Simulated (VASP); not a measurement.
# Ge (R-3) in VASP: further runs, part 2 of 2

VASP 6.6.1. Earlier steps stand in the parts before.

## 4. Single point, LDA

This run uses another cell than the first one, of 20.18 Å³/atom.

The input, INCAR:

```
SYSTEM = Ge
ALGO = Fast ; EDIFF = 1E-6
ENCUT = 520 ; GGA = CA
ISIF = 2 ; ISMEAR = 0
LASPH = .True. ; LCHARG = .True.
LELF = .True. ; LREAL = .False.
LVHAR = .True. ; LWAVE = .False.
NBANDS = 66 ; NELM = 80
PREC = Accurate ; SIGMA = 0.15
```

The input, KPOINTS:

```
k-points
0
Gamma
  9 9 9
  0 0 0
```

The input, POSCAR:

```
Ge
1.0
    4.6361000000      2.6766535830      2.1684000000
   -4.6361000000      2.6766535830      2.1684000000
    0.0000000000     -5.3533071660      2.1684000000
Ge
8
Direct
    0.7160372200      0.7160372200      0.7160372200
    0.2839627800      0.2839627800      0.2839627800
    0.0289443367      0.7253625347      0.5322921797
    0.5322921797      0.0289443367      0.7253625347
    0.7253625347      0.5322921797      0.0289443367
    0.9710556633      0.2746374653      0.4677078203
    0.4677078203      0.9710556633      0.2746374653
    0.2746374653      0.4677078203      0.9710556633
```

Potentials or basis: VASP PAW LDA potentials, release 64 (Ge_d).

On the command line:

```
cat potpaw_LDA.64/Ge_d/POTCAR > POTCAR
mpirun -np 1 vasp_std > vasp.out
```

OUTCAR:

```text
SYSTEM = Ge
   EDIFF = 1E-6
   ENCUT = 520
   GGA = CA
   ISIF = 2
   ISMEAR = 0
   LASPH = .True.
   LREAL = .False.
   NELM = 80
   PREC = Accurate

 ion  position               nearest neighbor table
   1  0.716  0.716  0.716-   4 2.34   3 2.34   5 2.34   2 2.81
   2  0.284  0.284  0.284-   7 2.34   6 2.34   8 2.34   1 2.81
   3  0.029  0.725  0.532-   1 2.34   6 2.43   4 2.61   5 2.61
   4  0.532  0.029  0.725-   1 2.34   7 2.43   5 2.61   3 2.61
   5  0.725  0.532  0.029-   1 2.34   8 2.43   4 2.61   3 2.61
   6  0.971  0.275  0.468-   2 2.34   3 2.43   7 2.61   8 2.61
   7  0.468  0.971  0.275-   2 2.34   4 2.43   8 2.61   6 2.61
   8  0.275  0.468  0.971-   2 2.34   5 2.43   7 2.61   6 2.61

  LATTYP: Found a trigonal (rhomboedric) cell.
 ALAT       =     5.7757991805
 COS(alpha) =    -0.2885800885

  Lattice vectors:

 A1 = (   4.6361000000,   2.6766535830,   2.1684000000)
 A2 = (  -4.6361000000,   2.6766535830,   2.1684000000)
 A3 = (   0.0000000000,  -5.3533071660,   2.1684000000)

Analysis of symmetry for initial positions (statically):
=====================================================================
 Subroutine PRICEL returns:
 Original cell was already a primitive cell.

 Routine SETGRP: Setting up the symmetry group for a
 trigonal (rhombohedral) supercell.

 Subroutine GETGRP returns: Found  6 space group operations
 (whereof  6 operations were pure point group operations)
 out of a pool of 12 trial point group operations.

The static configuration has the point symmetry S_6 .

Analysis of symmetry for dynamics (positions and initial velocities):
=====================================================================
 Subroutine PRICEL returns:
 Original cell was already a primitive cell.

 Routine SETGRP: Setting up the symmetry group for a
 trigonal (rhombohedral) supercell.

[... 139 lines left out ...]
  Thomas-Fermi vector in A             =   2.566975
   LORBIT       =      0    0 simple, 1 ext, 2 COOP (PROOUT), +10 PAW based schemes
   GGA     = CA    functional components
   LHFCALC =     F    Hartree Fock is set to
   AEXX    =    0.0000 exact exchange contribution
   IVDW    =     0    specifies the selected vdW correction
   LEPSILON=     F    determine dielectric tensor
   LRPA    =     F    only Hartree local field effects (RPA)
 non-spin polarized calculation
 RMM-DIIS sequential band-by-band and
 Gauss-broadening in eV      SIGMA  =   0.15
  energy-cutoff  :      520.00
  volume of cell :      161.45
 maximum number of plane-waves:      4377
 NGX is ok and might be reduce to    48
   NGX = 21   NGY = 21   NGZ = 21

 number of electron     112.0000002 magnetization

 Free energy of the ion-electron system (eV)
  ---------------------------------------------------
  ext. energy  EPLUGINS =         0.00000000
  ---------------------------------------------------
  free energy    TOTEN  =       -39.43122159 eV

  energy without entropy =      -39.41126667  energy(sigma->0) =      -39.42124413

 E-fermi :   5.5490     XC(G=0): -11.0154

 val. band max:        5.5468540212   @ k =  -0.4444  -0.4444   0.3333
 cond. band min:       5.5539577093   @ k =  -0.3333  -0.3333   0.2222
 fundamental gap:      0.0071036880
 Fermi energy:         5.5489928154

 k-point     1 :       0.0000    0.0000    0.0000
  band No.  band energies     occupation
      1     -19.3225      2.00000
      2     -19.3225      2.00000
      3     -19.2975      2.00000
      4     -19.2975      2.00000
      5     -19.2840      2.00000
      6     -19.2360      2.00000
[... 1645 lines left out ...]
     65      10.2707      0.00000
     66      12.3288      0.00000

 [... further k-points ...]

------------------------ aborting loop because EDIFF is reached ----------------------------------------

  FORCE on cell =-STRESS in cart. coord.  units (eV):
  Direction    XX          YY          ZZ          XY          YZ          ZX
  --------------------------------------------------------------------------------------
  -------------------------------------------------------------------------------------
  Total        8.7178326      8.7178326    -11.4611736      0.0000001      0.0000000      0.0000000
  in kB       86.5134233     86.5134233   -113.7376003      0.0000009      0.0000000      0.0000000
  external PRESSURE =      19.7630821 kB  Pullay stress =       0.0000000 kB

 VOLUME and BASIS-vectors are now :
 -----------------------------------------------------------------------------
  energy-cutoff  :      520.00
  volume of cell :      161.45
      direct lattice vectors                 reciprocal lattice vectors
     4.636100000  2.676653583  2.168400000     0.107849270  0.062266805  0.153723175
    -4.636100000  2.676653583  2.168400000    -0.107849270  0.062266805  0.153723175
     0.000000000 -5.353307166  2.168400000     0.000000000 -0.124533610  0.153723175

 POSITION                                       TOTAL-FORCE (eV/Angst)
 -----------------------------------------------------------------------------------
      0.00000      0.00000      4.65797         0.000000      0.000000     -1.058403
      0.00000      0.00000      1.84723         0.000000     -0.000000      1.058403
     -3.22866     -0.83051      2.78986         0.145722      1.032534      0.144214
      2.33357     -2.38085      2.78986        -0.967061     -0.390068      0.144214
      0.89509      3.21136      2.78986         0.821340     -0.642466      0.144214
      3.22866      0.83051      3.71534        -0.145722     -1.032534     -0.144214
     -2.33357      2.38085      3.71534         0.967061      0.390068     -0.144214
     -0.89509     -3.21136      3.71534        -0.821340      0.642466     -0.144214
 -----------------------------------------------------------------------------------
    total drift:                                0.000000      0.000000     -0.000000

  FREE ENERGIE OF THE ION-ELECTRON SYSTEM (eV)
  ---------------------------------------------------
  free  energy   TOTEN  =       -39.4312215884 eV

  energy  without entropy=      -39.4112666708  energy(sigma->0) =      -39.42124413
```

It took 38 min on 1 thread of Oxide Virtual Turin-like, shared host; peak memory 0.82 GiB.

What came out:

| Item | Value |
| --- | --- |
| Free energy | -39.4312 eV |
| Pressure | 2.0 GPa |
| Largest force | 1.058 eV/Å |
| Band gap on the k mesh | zero (bands 56 and 57 overlap by 1.01 eV) |

Forces in eV/Å, atoms in the order of the input:
```
Ge   0.000  0.000 -1.058
Ge   0.000  0.000  1.058
Ge   0.146  1.033  0.144
Ge  -0.967 -0.390  0.144
Ge   0.821 -0.642  0.144
Ge  -0.146 -1.033 -0.144
Ge   0.967  0.390 -0.144
Ge  -0.821  0.642 -0.144
```

Levels at points of the mesh, in eV from the Fermi level:
```tsv
k point	band 54	band 55	band 56	band 57	band 58	band 59
(0.00, 0.00, 0.00)	-1.13	-1.13	-0.37	1.58	1.85	1.85
```

Caveat: forces of over 1 eV/Å act on the atoms, so gaps and moduli don't describe the material at rest.

## 5. Single point, LDA

This run uses another cell than the first one, of 20.43 Å³/atom.

The input, INCAR:

```
SYSTEM = Ge
PREC = Accurate
ENCUT = 520
EDIFF = 1E-6
ISMEAR = 0
SIGMA = 0.15
LREAL = .FALSE.
LASPH = .TRUE.
NELM = 80
ALGO = Fast
ISIF = 2
LWAVE = .FALSE.
LCHARG = .TRUE.
GGA = CA
LELF = .TRUE.
LVHAR = .TRUE.
NBANDS = 66
```

The input, KPOINTS:

```
regular mesh
0
G
  9 9 9
  0 0 0
```

The input, POSCAR:

```
Ge
1.0
    5.1241000000      2.9584005144      1.7966666667
   -5.1241000000      2.9584005144      1.7966666667
    0.0000000000     -5.9168010287      1.7966666667
Ge
8
Direct
    0.7160372198      0.7160372198      0.7160372198
    0.2839627802      0.2839627802      0.2839627802
    0.0289443365      0.7253625346      0.5322921793
    0.5322921793      0.0289443365      0.7253625346
    0.7253625346      0.5322921793      0.0289443365
    0.9710556635      0.2746374654      0.4677078207
    0.4677078207      0.9710556635      0.2746374654
    0.2746374654      0.4677078207      0.9710556635
```

Potentials or basis: VASP PAW LDA potentials, release 64 (Ge_d).

On the command line:

```
cat potpaw_LDA.64/Ge_d/POTCAR > POTCAR
mpirun -np 1 vasp_std > vasp.out
```

OUTCAR:

```text
SYSTEM = Ge
   PREC = Accurate
   ENCUT = 520
   EDIFF = 1E-6
   ISMEAR = 0
   LREAL = .FALSE.
   LASPH = .TRUE.
   NELM = 80
   ISIF = 2
   GGA = CA

 ion  position               nearest neighbor table
   1  0.716  0.716  0.716-   2 2.33   4 2.58   5 2.58   3 2.58
   2  0.284  0.284  0.284-   1 2.33   7 2.58   8 2.58   6 2.58
   3  0.029  0.725  0.532-   5 2.41   4 2.41   6 2.52   1 2.58
   4  0.532  0.029  0.725-   5 2.41   3 2.41   7 2.52   1 2.58
   5  0.725  0.532  0.029-   3 2.41   4 2.41   8 2.52   1 2.58
   6  0.971  0.275  0.468-   8 2.41   7 2.41   3 2.52   2 2.58
   7  0.468  0.971  0.275-   8 2.41   6 2.41   4 2.52   2 2.58
   8  0.275  0.468  0.971-   6 2.41   7 2.41   5 2.52   2 2.58

  LATTYP: Found a trigonal (rhomboedric) cell.
 ALAT       =     6.1835706129
 COS(alpha) =    -0.3733667856

  Lattice vectors:

 A1 = (   5.1241000000,   2.9584005144,   1.7966666667)
 A2 = (  -5.1241000000,   2.9584005144,   1.7966666667)
 A3 = (   0.0000000000,  -5.9168010287,   1.7966666667)

Analysis of symmetry for initial positions (statically):
=====================================================================
 Subroutine PRICEL returns:
 Original cell was already a primitive cell.

 Routine SETGRP: Setting up the symmetry group for a
 trigonal (rhombohedral) supercell.

 Subroutine GETGRP returns: Found  6 space group operations
 (whereof  6 operations were pure point group operations)
 out of a pool of 12 trial point group operations.

The static configuration has the point symmetry S_6 .

Analysis of symmetry for dynamics (positions and initial velocities):
=====================================================================
 Subroutine PRICEL returns:
 Original cell was already a primitive cell.

 Routine SETGRP: Setting up the symmetry group for a
 trigonal (rhombohedral) supercell.

[... 139 lines left out ...]
  Thomas-Fermi vector in A             =   2.561801
   LORBIT       =      0    0 simple, 1 ext, 2 COOP (PROOUT), +10 PAW based schemes
   GGA     = CA    functional components
   LHFCALC =     F    Hartree Fock is set to
   AEXX    =    0.0000 exact exchange contribution
   IVDW    =     0    specifies the selected vdW correction
   LEPSILON=     F    determine dielectric tensor
   LRPA    =     F    only Hartree local field effects (RPA)
 non-spin polarized calculation
 RMM-DIIS sequential band-by-band and
 Gauss-broadening in eV      SIGMA  =   0.15
  energy-cutoff  :      520.00
  volume of cell :      163.42
 maximum number of plane-waves:      4423
 NGX is ok and might be reduce to    48
   NGX = 23   NGY = 23   NGZ = 23

 number of electron     111.9999999 magnetization

 Free energy of the ion-electron system (eV)
  ---------------------------------------------------
  ext. energy  EPLUGINS =         0.00000000
  ---------------------------------------------------
  free energy    TOTEN  =       -39.92362080 eV

  energy without entropy =      -39.89964754  energy(sigma->0) =      -39.91163417

 E-fermi :   5.3449     XC(G=0): -10.9548

 val. band max:        5.3341738307   @ k =  -0.4444  -0.0000  -0.3333
 cond. band min:       5.3450316320   @ k =   0.3333  -0.3333  -0.4444
 fundamental gap:      0.0108578013
 Fermi energy:         5.3448896585

 k-point     1 :       0.0000    0.0000    0.0000
  band No.  band energies     occupation
      1     -19.4497      2.00000
      2     -19.3678      2.00000
      3     -19.3678      2.00000
      4     -19.3468      2.00000
      5     -19.3468      2.00000
      6     -19.3221      2.00000
[... 1645 lines left out ...]
     65      10.1393      0.00000
     66      11.1135      0.00000

 [... further k-points ...]

------------------------ aborting loop because EDIFF is reached ----------------------------------------

  FORCE on cell =-STRESS in cart. coord.  units (eV):
  Direction    XX          YY          ZZ          XY          YZ          ZX
  --------------------------------------------------------------------------------------
  -------------------------------------------------------------------------------------
  Total       -5.2977242     -5.2977242     10.4305440     -0.0000000      0.0000000     -0.0000000
  in kB      -51.9405569    -51.9405569    102.2643384     -0.0000001      0.0000000     -0.0000000
  external PRESSURE =      -0.5389251 kB  Pullay stress =       0.0000000 kB

 VOLUME and BASIS-vectors are now :
 -----------------------------------------------------------------------------
  energy-cutoff  :      520.00
  volume of cell :      163.42
      direct lattice vectors                 reciprocal lattice vectors
     5.124100000  2.958400514  1.796666667     0.097578111  0.056336749  0.185528757
    -5.124100000  2.958400514  1.796666667    -0.097578111  0.056336749  0.185528757
     0.000000000 -5.916801029  1.796666667     0.000000000 -0.112673498  0.185528757

 POSITION                                       TOTAL-FORCE (eV/Angst)
 -----------------------------------------------------------------------------------
      0.00000      0.00000      3.85944         0.000000      0.000000      1.573159
      0.00000      0.00000      1.53056         0.000000     -0.000000     -1.573159
     -3.56852     -0.91793      2.31159         0.074368     -0.755981     -0.067087
      2.57920     -2.63146      2.31159         0.617515      0.442395     -0.067087
      0.98931      3.54939      2.31159        -0.691883      0.313586     -0.067087
      3.56852      0.91793      3.07841        -0.074368      0.755981      0.067087
     -2.57920      2.63146      3.07841        -0.617515     -0.442395      0.067087
     -0.98931     -3.54939      3.07841         0.691883     -0.313586      0.067087
 -----------------------------------------------------------------------------------
    total drift:                               -0.000000      0.000000      0.000000

  FREE ENERGIE OF THE ION-ELECTRON SYSTEM (eV)
  ---------------------------------------------------
  free  energy   TOTEN  =       -39.9236207977 eV

  energy  without entropy=      -39.8996475415  energy(sigma->0) =      -39.91163417
```

OSZICAR:

```text
N       E                     dE             d eps       ncg     rms          rms(c)
DAV:   1     0.137794199682E+04    0.13779E+04   -0.50898E+04 19164   0.477E+03
DAV:   2     0.237952446555E+03   -0.11400E+04   -0.11083E+04 16500   0.112E+03
DAV:   3    -0.140435589443E+02   -0.25200E+03   -0.24202E+03 16958   0.272E+02
DAV:   4    -0.394179948295E+02   -0.25374E+02   -0.24322E+02 19050   0.903E+01
DAV:   5    -0.404021326784E+02   -0.98414E+00   -0.97379E+00 18400   0.193E+01    0.615E+00
RMM:   6    -0.400635310595E+02    0.33860E+00   -0.41432E-01 19805   0.364E+00    0.347E+00
RMM:   7    -0.399211133423E+02    0.14242E+00   -0.32062E-01 20365   0.286E+00    0.325E-01
RMM:   8    -0.399216026377E+02   -0.48930E-03   -0.62244E-02 20802   0.151E+00    0.200E-01
RMM:   9    -0.399234131026E+02   -0.18105E-02   -0.18999E-02 26338   0.674E-01    0.221E-01
RMM:  10    -0.399236265607E+02   -0.21346E-03   -0.18259E-03 20721   0.231E-01    0.115E-01
RMM:  11    -0.399236127146E+02    0.13846E-04   -0.75717E-04 24286   0.116E-01    0.366E-02
RMM:  12    -0.399236225521E+02   -0.98375E-05   -0.16266E-04 23529   0.428E-02    0.154E-02
RMM:  13    -0.399236204115E+02    0.21406E-05   -0.33253E-05 20918   0.300E-02    0.335E-03
RMM:  14    -0.399236207977E+02   -0.38613E-06   -0.86632E-06 15314   0.126E-02
   1 F= -.39923621E+02 E0= -.39911634E+02  d E =-.239733E-01
```

stdout:

```text
POSCAR found type information on POSCAR Ge
 POSCAR found :  1 types and       8 ions
 scaLAPACK will be used
 LDA part: xc-table for (Slater(with rela. corr.)+CA(PZ))
 , standard interpolation
 POSCAR, INCAR and KPOINTS ok, starting setup
 FFT: planning ... GRIDC
 FFT: planning ... GRID_SOFT
 FFT: planning ... GRID
 WAVECAR not read
 entering main loop
WARNING in EDDRMM: call to ZHEGV failed, returncode =   8  4     56
WARNING in EDDRMM: call to ZHEGV failed, returncode =   6  3     55
```

Wall time 37 min (1 thread of Oxide Virtual Turin-like, shared host); peak memory 0.84 GiB.

Results:

| Quantity | Value |
| --- | --- |
| Free energy | -39.9236 eV |
| Pressure | -0.1 GPa |
| Largest force | 1.573 eV/Å |
| Band gap on the k mesh | zero (bands 56 and 57 overlap by 0.50 eV) |

Forces on the atoms (eV/Å):
```
Ge   0.000  0.000  1.573
Ge   0.000  0.000 -1.573
Ge   0.074 -0.756 -0.067
Ge   0.618  0.442 -0.067
Ge  -0.692  0.314 -0.067
Ge  -0.074  0.756  0.067
Ge  -0.618 -0.442  0.067
Ge   0.692 -0.314  0.067
```

Stress tensor (GPa, compression positive):
```
-5.19  0.00  0.00
 0.00 -5.19  0.00
 0.00  0.00 10.23
```

Caveat: semilocal functionals underestimate gaps, so a narrow gap can read as zero; forces of over 1 eV/Å act on the atoms, so gaps and moduli don't describe the material at rest.

## 6. Single point, LDA

This run uses another cell than the first one, of 21.34 Å³/atom.

The input, INCAR:

```
SYSTEM = Ge
ALGO = Fast
EDIFF = 1E-6
ENCUT = 520
ISIF = 2
ISMEAR = 0
LASPH = .True.
LCHARG = .False.
LREAL = .False.
LWAVE = .False.
NBANDS = 66
NELM = 60
PREC = Accurate
SIGMA = 0.15
```

The input, KPOINTS:

```
k-points
0
Gamma
  9 9 9
  0 0 0
```

POSCAR: that of step 5 with these lines changed.

```diff
@@ -2,5 +2,5 @@
 1.0
-    5.1241000000      2.9584005144      1.7966666667
-   -5.1241000000      2.9584005144      1.7966666667
-    0.0000000000     -5.9168010287      1.7966666667
+    4.9289000000      2.8457017418      2.0290000000
+   -4.9289000000      2.8457017418      2.0290000000
+    0.0000000000     -5.6914034836      2.0290000000
 Ge
```

Potentials or basis: VASP PAW LDA potentials, release 64 (Ge_d).

On the command line:

```
cat potpaw_LDA.64/Ge_d/POTCAR > POTCAR
mpirun -np 1 vasp_std > vasp.out
```

Wall time 42 min (1 thread of Oxide Virtual Turin-like, shared host); peak memory 0.86 GiB.

The run converged. Its results:

```yaml
Free_energy: -40.4209 eV
Pressure: -4.3 GPa
Largest_force: 0.416 eV/Å
Band_gap_on_the_k_mesh: zero (bands 56 and 57 overlap by 0.51 eV)
```

Forces on the atoms (eV/Å):
```
Ge   0.000  0.000 -0.416
Ge   0.000  0.000  0.416
Ge   0.108  0.124 -0.110
Ge  -0.161  0.031 -0.110
Ge   0.053 -0.155 -0.110
Ge  -0.108 -0.124  0.110
Ge   0.161 -0.031  0.110
Ge  -0.053  0.155  0.110
```

Stress tensor (GPa, compression positive):
```
-2.86  0.00  0.00
 0.00 -2.86  0.00
 0.00  0.00 -7.15
```

Levels at points of the mesh, in eV from the Fermi level:
```tsv
k point	band 53	band 54	band 55	band 56	band 57	band 58	band 59	band 60
(0.00, 0.00, 0.00)	-3.43	-1.17	-1.17	-0.59	1.42	1.76	1.76	4.05
```

Caveat: the cell stands under tension; semilocal functionals underestimate gaps, so a narrow gap can read as zero.

## 7. Summary

```csv
cell,gap on the mesh (eV),pressure (GPa),largest force (eV/Å)
"a = 5.865 Å, angles 108.4°, 8 atoms",none,0.3,0.66
"a = 6.143 Å, angles 108.2°, 8 atoms",none,-7.4,0.73
"a = 5.776 Å, angles 106.8°, 8 atoms",none,2.0,1.06
"a = 6.184 Å, angles 111.9°, 8 atoms",none,-0.1,1.57
"a = 6.042 Å, angles 109.3°, 8 atoms",none,-4.3,0.42
```

Alike in all rows: task single point; level LDA; potentials or basis VASP PAW LDA potentials, release 64 (Ge_d); no spin polarisation; k mesh 9 × 9 × 9; cutoff (eV) 520; smearing gaussian 0.15 eV.

Caveats: semilocal functionals underestimate gaps, so a narrow gap can read as zero (at least some runs); the cell stands under tension (at least some runs); forces of over 1 eV/Å act on the atoms, so gaps and moduli don't describe the material at rest (at least some runs).

Total energies depend on the potentials used, so only differences within one code and one set of settings carry meaning.
